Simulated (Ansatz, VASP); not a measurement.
# AlIn2N3: VASP beside Ansatz

```
CELL_PARAMETERS angstrom
5.14548 -2.96111 -0.00001
5.14552 2.96118 -0.00004
-0.00003 -0.00003 5.50089
ATOMIC_POSITIONS crystal
Al 0.34119 0.65881 0.98921
Al 0.65882 0.34118 0.48921
In 0.98840 0.33538 0.98728
In 0.66462 0.01161 0.98728
In 0.01160 0.66462 0.48729
In 0.33538 0.98839 0.48730
N 0.96917 0.33298 0.38536
N 0.66701 0.03082 0.38535
N 0.03082 0.66703 0.88537
N 0.33301 0.96917 0.88538
N 0.36824 0.63176 0.33748
N 0.63176 0.36824 0.83747
```

Change from the starting cell: all In atoms moved 0.3 Å in one direction; relaxed back.

Alike in both runs: functional PBE; k mesh 6 × 6 × 6; occupations gaussian, width 0.05 eV; no spin polarisation.

Ansatz relaxed the structure, and its values are those at the end. VASP's run is a single point on that final structure, the one shown.

```csv
,VASP,Ansatz
version,VASP 6.6.1,Ansatz 0.2.0
potentials or method,"VASP PAW PBE potentials, release 64 (Al, In_d, N), cutoff 520 eV","scalar-relativistic, plane waves, PAW"
valence electrons in the cell,88,88
```

Ansatz gave:

| Quantity | Value |
| --- | --- |
| gap on the k mesh at the Fermi level (eV) | 0.88 |
| least direct gap on the mesh (eV) | 0.88 |
| pressure (GPa) | 0.0 |
| rms of the force components (eV/Å) | 0.001 |

Q: Estimate VASP's values.

A: gap on the k mesh at the Fermi level (eV): 0.88; least direct gap on the mesh (eV): 0.88; pressure (GPa): 0.1; rms of the force components (eV/Å): 0.014.
